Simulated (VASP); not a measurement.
# P (R-3m) in VASP: notebook

Aim: see how the results for P move with the level of theory and the settings. Levels: r2SCAN, r2SCAN+D3(BJ). Tasks: single point.

All numbers are computed with VASP 6.6.1; they aren't measurements. Logs are shortened: lines on timing, memory, paths and dates and some standing lists are left out, and cuts for length are marked.

## (1) The cell of the first run

Symmetry: R-3m, No. 166, trigonal system. Conventional cell: a = 3.418 Å, b = 3.418 Å, c = 8.791 Å, α = 90.00°, β = 90.00°, γ = 120.00°. Within 3.0 Å of P (site symmetry 3m) lie 6 P at 2.29 to 2.65 Å.

## (2) Single point, r2SCAN

Input file POSCAR:

```
P
1.0
    1.7091747322      0.9867924918      2.9304590821
   -1.7091747322      0.9867924918      2.9304590821
    0.0000000000     -1.9735849835      2.9304590821
P
2
Direct
    0.7676466818      0.7676466818      0.7676466818
    0.2323533182      0.2323533182      0.2323533182
```

Input file INCAR.step1:

```
SYSTEM = P
ALGO = Normal ; EDIFF = 1E-4
ENCUT = 520 ; GGA = PE
ISMEAR = -1 ; LASPH = .True.
LCHARG = .False. ; LREAL = .False.
LWAVE = .True. ; NBANDS = 12
NELM = 60 ; PREC = Accurate
SIGMA = 0.05
```

Input file INCAR.step2:

```
SYSTEM = P
ALGO = Normal ; EDIFF = 1E-7
ENCUT = 520 ; ISIF = 2
ISMEAR = -1 ; ISTART = 1
LASPH = .True. ; LCHARG = .False.
LMIXTAU = .True. ; LREAL = .False.
LWAVE = .False. ; METAGGA = R2SCAN
NBANDS = 12 ; NELM = 60
PREC = Accurate ; SIGMA = 0.05
```

Input file KPOINTS:

```
k-points
0
Gamma
  9 9 9
  0 0 0
```

Potentials or basis: VASP PAW PBE potentials, release 64 (P).

The run is started by

```
$ cat potpaw_PBE.64/P/POTCAR > POTCAR
$ cp INCAR.step1 INCAR
$ mpirun -np 1 vasp_std > vasp.out
$ cp INCAR.step2 INCAR
$ mpirun -np 1 vasp_std > vasp.out
```

OUTCAR:

```text
SYSTEM = P
   EDIFF = 1E-7
   ENCUT = 520
   ISIF = 2
   ISMEAR = -1
   ISTART = 1
   LASPH = .True.
   LREAL = .False.
   METAGGA = R2SCAN
   NELM = 60
   PREC = Accurate

 ion  position               nearest neighbor table
   1  0.768  0.768  0.768-   2 2.29   2 2.29   2 2.29   2 2.65   2 2.65   2 2.65
   2  0.232  0.232  0.232-   1 2.29   1 2.29   1 2.29   1 2.65   1 2.65   1 2.65

  LATTYP: Found a trigonal (rhomboedric) cell.
 ALAT       =     3.5330762968
 COS(alpha) =     0.5319449979

  Lattice vectors:

 A1 = (   1.7091747322,   0.9867924918,   2.9304590821)
 A2 = (  -1.7091747322,   0.9867924918,   2.9304590821)
 A3 = (   0.0000000000,  -1.9735849835,   2.9304590821)

Analysis of symmetry for initial positions (statically):
=====================================================================
 Subroutine PRICEL returns:
 Original cell was already a primitive cell.

 Routine SETGRP: Setting up the symmetry group for a
 trigonal (rhombohedral) supercell.

 Subroutine GETGRP returns: Found 12 space group operations
 (whereof 12 operations were pure point group operations)
 out of a pool of 12 trial point group operations.

The static configuration has the point symmetry D_3d.

Analysis of symmetry for dynamics (positions and initial velocities):
=====================================================================
 Subroutine PRICEL returns:
 Original cell was already a primitive cell.

 Routine SETGRP: Setting up the symmetry group for a
 trigonal (rhombohedral) supercell.

 Subroutine GETGRP returns: Found 12 space group operations
 (whereof 12 operations were pure point group operations)
 out of a pool of 12 trial point group operations.

The dynamic configuration has the point symmetry D_3d.

 Subroutine INISYM returns: Found 12 space group operations
 (whereof 12 operations are pure point group operations),
 and found     1 'primitive' translations

----------------------------------------------------------------------------------------

                                     Primitive cell

  volume of cell :      29.6551

  direct lattice vectors                    reciprocal lattice vectors
     1.709174732  0.986792492  2.930459082     0.292538844  0.168897380  0.113747820
    -1.709174732  0.986792492  2.930459082    -0.292538844  0.168897380  0.113747820
     0.000000000 -1.973584983  2.930459082     0.000000000 -0.337794760  0.113747820

  length of vectors
     3.533076297  3.533076297  3.533076297     0.356432135  0.356432135  0.356432135

  position of ions in fractional coordinates (direct lattice)
     0.767646682  0.767646682  0.767646682
     0.232353318  0.232353318  0.232353318

  ion indices of the primitive-cell ions
   primitive index   ion index
                 1           1
                 2           2

----------------------------------------------------------------------------------------

 KPOINTS: k-points

Automatic generation of k-mesh.
 Grid dimensions read from file:
 generate k-points for:    9    9    9

 Generating k-lattice:

  Cartesian coordinates                     Fractional coordinates (reciprocal lattice)
     0.032504316  0.018766376  0.012638647     0.111111111 -0.000000000 -0.000000000
    -0.032504316  0.018766376  0.012638647    -0.000000000  0.111111111 -0.000000000
     0.000000000 -0.037532751  0.012638647    -0.000000000 -0.000000000  0.111111111

  Length of vectors
     0.039603571  0.039603571  0.039603571

  Shift w.r.t. Gamma in fractional coordinates (k-lattice)
     0.000000000  0.000000000  0.000000000

 Subroutine IBZKPT returns following result:
 ===========================================

 Found     85 irreducible k-points:

 Following reciprocal coordinates:
            Coordinates               Weight
  0.000000  0.000000  0.000000      1.000000
  0.111111  0.000000  0.000000      6.000000
  0.222222  0.000000  0.000000      6.000000
  0.333333 -0.000000 -0.000000      6.000000
  0.444444  0.000000  0.000000      6.000000
  0.111111  0.111111  0.000000      6.000000
[... 16 lines left out ...]
 -0.333333  0.333333  0.000000      6.000000
  0.444444  0.444444  0.000000      6.000000
 [... further k-points ...]
   k-points           NKPTS =     85   k-points in BZ     NKDIM =     85   number of bands    NBANDS=     12
   number of dos      NEDOS =    301   number of ions     NIONS =      2
   total plane-waves  NPLWV =  21952
   dimension x,y,z NGX =    28 NGY =   28 NGZ =   28
   dimension x,y,z NGXF=    56 NGYF=   56 NGZF=   56
   ions per type =               2
   NGX,Y,Z   is equivalent  to a cutoff of  13.18, 13.18, 13.18 a.u.
   NGXF,Y,Z  is equivalent  to a cutoff of  26.35, 26.35, 26.35 a.u.
 SYSTEM =  P
   PREC   = accura    normal or accurate (medium, high low for compatibility)
   ISTART =      1    job   : 0-new  1-cont  2-samecut
   ICHARG =      0    charge: 1-file 2-atom 10-const
   ISPIN  =      1    spin polarized calculation?
   LNONCOLLINEAR =      F non collinear calculations
   LSORBIT =      F    spin-orbit coupling
   LASPH  =      T    aspherical Exc in radial PAW
   ENCUT  =  520.0 eV  38.22 Ry    6.18 a.u.   6.57  6.57  6.57*2*pi/ulx,y,z
   NELM   =     60;   NELMIN=  2; NELMDL=  0     # of ELM steps
   EDIFF  = 0.1E-06   stopping-criterion for ELM
   LREAL  =      F    real-space projection
   EDIFFG = 0.1E-05   stopping-criterion for IOM
   NSW    =      0    number of steps for IOM
   IBRION =     -1    ionic relax: 0-MD 1-quasi-New 2-CG
   NFREE  =      0    steps in history (QN), initial steepest desc. (CG)
   ISIF   =      2    stress and relaxation
   ISYM   =      2    0-nonsym 1-usesym 2-fastsym
   POTIM  = 0.5000    time-step for ionic-motion
   TEBEG  =    0.0;   TEEND  =   0.0 temperature during run
   PSTRESS=    0.0 pullay stress
   NELECT =      10.0000    total number of electrons
   NUPDOWN=      -1.0000    fix difference up-down
   EMIN   =  10.00;   EMAX   =-10.00  energy-range for DOS
   EFERMI =   0.00;   METHOD = LEGACY
   ISMEAR =    -1;   SIGMA  =   0.05  broadening in eV -4-tet -1-fermi 0-gaus
   EFERMI_NEDOS =   21; number of points for ismear=-14 and -15
   IALGO  =     38    algorithm
   IMIX   =      4    mixing-type and parameters
     AMIX     =   0.40;   BMIX     =  1.00
     AMIX_MAG =   1.60;   BMIX_MAG =  1.00
  volume/ion in A,a.u.               =      14.83       100.06
  Fermi-wavevector in a.u.,A,eV,Ry     =   1.139485  2.153313 17.666144  1.298425
  Thomas-Fermi vector in A             =   2.276188
   LORBIT       =      0    0 simple, 1 ext, 2 COOP (PROOUT), +10 PAW based schemes
   METAGGA = R2SCAN    functional components
   LHFCALC =     F    Hartree Fock is set to
   AEXX    =    0.0000 exact exchange contribution
   IVDW    =     0    specifies the selected vdW correction
   LEPSILON=     F    determine dielectric tensor
   LRPA    =     F    only Hartree local field effects (RPA)
 non-spin polarized calculation
  energy-cutoff  :      520.00
  volume of cell :       29.66
 maximum number of plane-waves:       813
   NGX = 13   NGY = 13   NGZ = 13

 number of electron       9.9999999 magnetization

 Free energy of the ion-electron system (eV)
  ---------------------------------------------------
  ext. energy  EPLUGINS =         0.00000000
  ---------------------------------------------------
  free energy    TOTEN  =       -17.74158916 eV

  energy without entropy =      -17.73839440  energy(sigma->0) =      -17.73999178

 E-fermi :  10.0859     XC(G=0): -11.7326

 val. band max:        9.9620858748   @ k =   0.4444   0.0000   0.0000
 cond. band min:      10.1036141443   @ k =  -0.4444   0.4444   0.4444
 fundamental gap:      0.1415282696
 Fermi energy:        10.0858842320

 k-point     1 :       0.0000    0.0000    0.0000
  band No.  band energies     occupation
      1      -7.9327      2.00000
      2       6.8560      2.00000
      3       6.8725      2.00000
      4       6.8725      2.00000
      5       7.6113      2.00000
      6      12.2404      0.00000
      7      13.3867      0.00000
      8      13.3867      0.00000
      9      15.8418      0.00000
     10      15.8418      0.00000
     11      17.0808      0.00000
     12      17.1128      0.00000

 k-point     2 :       0.1111    0.0000    0.0000
  band No.  band energies     occupation
      1      -7.7114      2.00000
      2       4.8603      2.00000
      3       6.7624      2.00000
      4       6.7843      2.00000
      5       8.8112      2.00000
      6      12.4984      0.00000
      7      13.0596      0.00000
      8      13.4122      0.00000
      9      14.8633      0.00000
     10      15.1655      0.00000
     11      16.0537      0.00000
     12      19.0554      0.00000

 k-point     3 :       0.2222    0.0000    0.0000
  band No.  band energies     occupation
      1      -7.0511      2.00000
      2       2.2789      2.00000
      3       6.5390      2.00000
      4       6.6787      2.00000
      5       9.3990      2.00000
      6      11.7635      0.00000
      7      11.7857      0.00000
      8      12.7241      0.00000
      9      15.8577      0.00000
     10      16.2233      0.00000
     11      16.3493      0.00000
     12      21.9813      0.00000
[... 286 lines left out ...]
 k-point    23 :      -0.3333    0.3333    0.0000
  band No.  band energies     occupation
      1      -2.8467      2.00000
      2      -2.2368      2.00000
      3       1.5432      2.00000
      4       5.2485      2.00000
      5       6.2494      2.00000
      6      12.5639      0.00000
      7      14.6379      0.00000
      8      16.0084      0.00000
      9      17.6594      0.00000
     10      18.4532      0.00000
     11      20.5456      0.00000
     12      24.4264      0.00000

 k-point    24 :       0.4444    0.4444    0.0000
  band No.  band energies     occupation
      1      -3.9513      2.00000
      2      -0.0315      2.00000
      3       2.5377      2.00000
      4       3.9487      2.00000
      5       4.0579      2.00000
      6      10.3281      0.01561
      7      17.3586      0.00000
      8      18.2146      0.00000
      9      19.2787      0.00000
     10      19.7340      0.00000
     11      24.3135      0.00000
     12      24.3683      0.00000

 [... further k-points ...]
[... 5 lines left out ...]
  --------------------------------------------------------------------------------------
  -------------------------------------------------------------------------------------
  Total        0.7913929      0.7913929      0.8336380      0.0000000      0.0000000      0.0000000
  in kB       42.7566363     42.7566363     45.0390122      0.0000000      0.0000000      0.0000000
  external PRESSURE =      43.5174283 kB  Pullay stress =       0.0000000 kB

 VOLUME and BASIS-vectors are now :
 -----------------------------------------------------------------------------
  energy-cutoff  :      520.00
  volume of cell :       29.66
      direct lattice vectors                 reciprocal lattice vectors
     1.709174732  0.986792492  2.930459082     0.292538844  0.168897380  0.113747820
    -1.709174732  0.986792492  2.930459082    -0.292538844  0.168897380  0.113747820
     0.000000000 -1.973584983  2.930459082     0.000000000 -0.337794760  0.113747820

 POSITION                                       TOTAL-FORCE (eV/Angst)
 -----------------------------------------------------------------------------------
      0.00000      0.00000      6.74867         0.000000      0.000000      0.088011
      0.00000      0.00000      2.04271         0.000000     -0.000000     -0.088011
 -----------------------------------------------------------------------------------
    total drift:                               -0.000000     -0.000000      0.000000

  FREE ENERGIE OF THE ION-ELECTRON SYSTEM (eV)
  ---------------------------------------------------
  free  energy   TOTEN  =       -17.7415891603 eV

  energy  without entropy=      -17.7383944023  energy(sigma->0) =      -17.73999178
```

It took 2 min on 1 thread of Intel Xeon Platinum 8488C (Sapphire Rapids), shared host; peak memory 0.17 GiB.

What came out:

```
Free energy            : -17.7416 eV
Pressure               : 4.4 GPa
Largest force          : 0.088 eV/Å
Band gap on the k mesh : zero (band 5 reaches 10.48 eV, above the bottom of band 6 at 9.40 eV)
```

Forces in eV/Å, atoms in the order of the input:
```
P    0.000  0.000  0.088
P    0.000  0.000 -0.088
```

Levels at points of the mesh, in eV from the Fermi level:
| k point | band 3 | band 4 | band 5 | band 6 | band 7 | band 8 |
| --- | --- | --- | --- | --- | --- | --- |
| (0.00, 0.00, 0.00) | -3.21 | -3.21 | -2.47 | 2.15 | 3.30 | 3.30 |

Caveat: the PAW data sets were made with another functional, which shifts forces and pressure a little.

(Continued in part 2 of 2.)
